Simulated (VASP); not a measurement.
# BAs (I-4m2) in VASP: a series of runs

The runs below take BAs through single point, with LDA.

Program: VASP 6.6.1. These are calculated values, not measurements. Logs are shortened: lines on timing, memory, paths and dates and some standing lists are left out, and cuts for length are marked.

## (1) The cell of the first run

The structure is tetragonal, space group I-4m2 (No. 119). The conventional cell has a = 3.378 Å, b = 3.378 Å, c = 4.920 Å, α = 90.00°, β = 90.00°, γ = 90.00°. B (site symmetry -4m2) has 4 As at 2.09 Å within 2.8 Å. Within 2.8 Å of As (site symmetry -4m2) lie 4 B at 2.09 Å.

## (2) Single point, LDA (strain +0.0300 x Voigt [1, 0, 0, 0, 0, 0])

The input, INCAR:

```
SYSTEM = BAs
PREC = Accurate
ENCUT = 500
EDIFF = 1E-6
ISMEAR = -1
SIGMA = 0.2
LREAL = .FALSE.
LASPH = .TRUE.
NELM = 120
ALGO = Normal
ISIF = 2
LWAVE = .FALSE.
LCHARG = .TRUE.
LELF = .TRUE.
LVHAR = .TRUE.
NBANDS = 11
GGA_COMPAT = .FALSE.
```

The input, KPOINTS:

```
Automatic mesh
0
G
  10 10 10
  0 0 0
```

The input, POSCAR:

```
BAs
1.0
    0.0000000000      2.3885000000      2.3885000000
    2.4601550000      0.0000000000      2.3885000000
    2.4601550000      2.3885000000      0.0000000000
B As
1 1
Direct
    0.0000000000      0.0000000000      0.0000000000
    0.7500000000      0.7500000000      0.7500000000
```

Potentials or basis: VASP PAW LDA potentials, release 64 (B, As).

Command:

```bash
$ cat potpaw_LDA.64/B/POTCAR potpaw_LDA.64/As/POTCAR > POTCAR
$ mpirun -np 1 vasp_std > vasp.out
```

OUTCAR:

```text
SYSTEM = BAs
   PREC = Accurate
   ENCUT = 500
   EDIFF = 1E-6
   ISMEAR = -1
   LREAL = .FALSE.
   LASPH = .TRUE.
   NELM = 120
   ISIF = 2

 ion  position               nearest neighbor table
   1  0.000  0.000  0.000-   2 2.09   2 2.09   2 2.09   2 2.09
   2  0.750  0.750  0.750-   1 2.09   1 2.09   1 2.09   1 2.09

  LATTYP: Found a body centered tetragonal cell.
 ALAT       =     3.3778490937
 C/A-ratio  =     1.4566399692

  Lattice vectors:

 A1 = (   2.4601550000,   0.0000000000,   2.3885000000)
 A2 = (   2.4601550000,   0.0000000000,  -2.3885000000)
 A3 = (  -2.4601550000,   2.3885000000,   0.0000000000)

Analysis of symmetry for initial positions (statically):
=====================================================================
 Subroutine PRICEL returns:
 Original cell was already a primitive cell.

 Routine SETGRP: Setting up the symmetry group for a
 body centered tetragonal supercell.

 Subroutine GETGRP returns: Found  8 space group operations
 (whereof  8 operations were pure point group operations)
 out of a pool of 16 trial point group operations.

The static configuration has the point symmetry D_2d.

Analysis of symmetry for dynamics (positions and initial velocities):
=====================================================================
 Subroutine PRICEL returns:
 Original cell was already a primitive cell.

 Routine SETGRP: Setting up the symmetry group for a
 body centered tetragonal supercell.

 Subroutine GETGRP returns: Found  8 space group operations
 (whereof  8 operations were pure point group operations)
 out of a pool of 16 trial point group operations.

The dynamic configuration has the point symmetry D_2d.

 Subroutine INISYM returns: Found  8 space group operations
 (whereof  8 operations are pure point group operations),
 and found     1 'primitive' translations

----------------------------------------------------------------------------------------

                                     Primitive cell

  volume of cell :      28.0700

  direct lattice vectors                    reciprocal lattice vectors
     0.000000000  2.388500000  2.388500000    -0.203239227  0.209336404  0.209336404
     2.460155000  0.000000000  2.388500000     0.203239227 -0.209336404  0.209336404
     2.460155000  2.388500000  0.000000000     0.203239227  0.209336404 -0.209336404

  length of vectors
     3.377849094  3.428891202  3.428891202     0.359095590  0.359095590  0.359095590
[... 87 lines left out ...]
   ISIF   =      2    stress and relaxation
   ISYM   =      2    0-nonsym 1-usesym 2-fastsym
   POTIM  = 0.5000    time-step for ionic-motion
   TEBEG  =    0.0;   TEEND  =   0.0 temperature during run
   PSTRESS=    0.0 pullay stress
   NELECT =       8.0000    total number of electrons
   NUPDOWN=      -1.0000    fix difference up-down
   EMIN   =  10.00;   EMAX   =-10.00  energy-range for DOS
   EFERMI =   0.00;   METHOD = LEGACY
   ISMEAR =    -1;   SIGMA  =   0.20  broadening in eV -4-tet -1-fermi 0-gaus
   EFERMI_NEDOS =   21; number of points for ismear=-14 and -15
   IALGO  =     38    algorithm
   IMIX   =      4    mixing-type and parameters
     AMIX     =   0.40;   BMIX     =  1.00
     AMIX_MAG =   1.60;   BMIX_MAG =  1.00
  volume/ion in A,a.u.               =      14.04        94.71
  Fermi-wavevector in a.u.,A,eV,Ry     =   1.077351  2.035898 15.792077  1.160685
  Thomas-Fermi vector in A             =   2.213260
   LORBIT       =      0    0 simple, 1 ext, 2 COOP (PROOUT), +10 PAW based schemes
   GGA     = CA    functional components
   LHFCALC =     F    Hartree Fock is set to
   AEXX    =    0.0000 exact exchange contribution
   IVDW    =     0    specifies the selected vdW correction
   LEPSILON=     F    determine dielectric tensor
   LRPA    =     F    only Hartree local field effects (RPA)
 non-spin polarized calculation
  energy-cutoff  :      500.00
  volume of cell :       28.07
 maximum number of plane-waves:       725
 NGX is ok and might be reduce to    28
   NGX = 13   NGY = 13   NGZ = 13

 number of electron       8.0000000 magnetization

 Free energy of the ion-electron system (eV)
  ---------------------------------------------------
  ext. energy  EPLUGINS =         0.00000000
  ---------------------------------------------------
  free energy    TOTEN  =       -12.88545070 eV

  energy without entropy =      -12.88183521  energy(sigma->0) =      -12.88364295

 E-fermi :   6.3418     XC(G=0): -10.6625

 val. band max:        5.9238958287   @ k =   0.0000   0.0000   0.0000
 cond. band min:       6.8541806978   @ k =   0.4000   0.4000   0.0000
 fundamental gap:      0.9302848691
 Fermi energy:         6.3418073502

 k-point     1 :       0.0000    0.0000    0.0000
  band No.  band energies     occupation
      1      -9.2845      2.00000
      2       5.6338      1.94361
      3       5.9239      1.77977
      4       5.9239      1.77977
      5       8.9826      0.00000
      6       8.9826      0.00000
      7       9.1689      0.00000
      8      10.1353      0.00000
      9      15.0438      0.00000
     10      18.2976      0.00000
     11      19.1416      0.00000
[... 309 lines left out ...]
 k-point    24 :       0.4000    0.3000    0.0000
  band No.  band energies     occupation
      1      -6.6916      2.00000
      2      -0.4239      2.00000
      3       1.9331      2.00000
      4       2.3742      2.00000
      5       7.3657      0.01189
      6       9.0727      0.00000
      7      14.1400      0.00000
      8      14.8474      0.00000
      9      17.5303      0.00000
     10      21.0207      0.00000
     11      21.5651      0.00000

 [... further k-points ...]

------------------------ aborting loop because EDIFF is reached ----------------------------------------

  FORCE on cell =-STRESS in cart. coord.  units (eV):
  Direction    XX          YY          ZZ          XY          YZ          ZX
  --------------------------------------------------------------------------------------
  -------------------------------------------------------------------------------------
  Total       -1.9146975     -0.8376302     -0.8376302      0.0000000      0.0000000      0.0000000
  in kB     -109.2868225    -47.8101356    -47.8101356      0.0000000      0.0000000      0.0000000
  external PRESSURE =     -68.3023646 kB  Pullay stress =       0.0000000 kB

 VOLUME and BASIS-vectors are now :
 -----------------------------------------------------------------------------
  energy-cutoff  :      500.00
  volume of cell :       28.07
      direct lattice vectors                 reciprocal lattice vectors
     0.000000000  2.388500000  2.388500000    -0.203239227  0.209336404  0.209336404
     2.460155000  0.000000000  2.388500000     0.203239227 -0.209336404  0.209336404
     2.460155000  2.388500000  0.000000000     0.203239227  0.209336404 -0.209336404

 POSITION                                       TOTAL-FORCE (eV/Angst)
 -----------------------------------------------------------------------------------
      0.00000      0.00000      0.00000        -0.000000     -0.000000     -0.000000
      3.69023      3.58275      3.58275         0.000000      0.000000      0.000000
 -----------------------------------------------------------------------------------
    total drift:                                0.000000      0.000000      0.000000

  FREE ENERGIE OF THE ION-ELECTRON SYSTEM (eV)
  ---------------------------------------------------
  free  energy   TOTEN  =       -12.8854507009 eV

  energy  without entropy=      -12.8818352085  energy(sigma->0) =      -12.88364295
```

Run time: 23 s. Hardware: 1 thread of Intel Xeon Platinum 8488C (Sapphire Rapids), shared host; peak memory 0.16 GiB.

What came out:

| Quantity | Value |
| --- | --- |
| Free energy | -12.8855 eV |
| Pressure | -6.8 GPa |
| Band gap on the k mesh | 0.93 eV (least direct gap 3.06 eV) |

Stress tensor (GPa, compression positive):
```
-10.93   0.00   0.00
  0.00  -4.78   0.00
  0.00   0.00  -4.78
```

Levels at points of the mesh, in eV from the valence-band top:
```csv
k point,band 2,band 3,band 4,band 5,band 6,band 7
"(0.00, 0.00, 0.00)",-0.29,0.00,0.00,3.06,3.06,3.25
"(0.50, 0.00, 0.00)",-8.64,-2.04,-1.69,2.37,4.55,4.73
"(0.50, 0.50, 0.00)",-8.28,-4.16,-4.11,1.15,1.24,10.64
"(0.00, 0.50, 0.50)",-8.51,-3.87,-3.87,1.51,1.57,10.83
```

Caveat: the cell differs from its parent crystal (strain +0.0300 x Voigt [1, 0, 0, 0, 0, 0]); the cell stands under tension. A k mesh can miss the band edges.

## (3) Single point, LDA (strain +0.0100 x Voigt [1, 0, 0, 0, 0, 0])

The input, INCAR:

```
SYSTEM = BAs
PREC = Accurate
ENCUT = 500
EDIFF = 1E-6
ISMEAR = -1
SIGMA = 0.2
LREAL = .False.
LASPH = .True.
NELM = 120
ALGO = Normal
ISIF = 2
LWAVE = .False.
LCHARG = .False.
NBANDS = 11
GGA_COMPAT = .False.
```

The input, KPOINTS:

```
Automatic mesh
0
Gamma
  10 10 10
  0 0 0
```

The input, POSCAR:

```
BAs
1.0
    0.0000000000      2.3885000000      2.3885000000
    2.4123850000      0.0000000000      2.3885000000
    2.4123850000      2.3885000000      0.0000000000
B As
1 1
Direct
    0.0000000000      0.0000000000      0.0000000000
    0.7500000000      0.7500000000      0.7500000000
```

Potentials or basis: VASP PAW LDA potentials, release 64 (B, As).

Command:

```bash
$ cat potpaw_LDA.64/B/POTCAR potpaw_LDA.64/As/POTCAR > POTCAR
$ mpirun -np 1 vasp_std > vasp.out
```

Wall time 29 s (1 thread of Intel Xeon Platinum 8488C (Sapphire Rapids), shared host); peak memory 0.16 GiB.

Results (log left out):

| Quantity | Value |
| --- | --- |
| Free energy | -12.9138 eV |
| Pressure | -4.4 GPa |
| Band gap on the k mesh | 1.06 eV (least direct gap 3.18 eV) |

Stress tensor (GPa, compression positive):
```
-5.76  0.00  0.00
 0.00 -3.72  0.00
 0.00  0.00 -3.72
```

Levels at points of the mesh, in eV from the valence-band top:
```csv
k point,band 1,band 2,band 3,band 4,band 5,band 6,band 7,band 8
"(0.00, 0.00, 0.00)",-15.32,-0.10,0.00,0.00,3.18,3.18,3.25,4.53
"(0.50, 0.00, 0.00)",-12.50,-8.72,-1.89,-1.77,2.59,4.67,4.75,8.64
"(0.50, 0.50, 0.00)",-11.21,-8.38,-4.11,-4.09,1.27,1.36,11.04,11.18
"(0.00, 0.50, 0.50)",-11.29,-8.46,-4.00,-4.00,1.40,1.47,11.10,11.10
```

Caveat: the cell differs from its parent crystal (strain +0.0100 x Voigt [1, 0, 0, 0, 0, 0]); the cell stands under tension. A k mesh can miss the band edges.
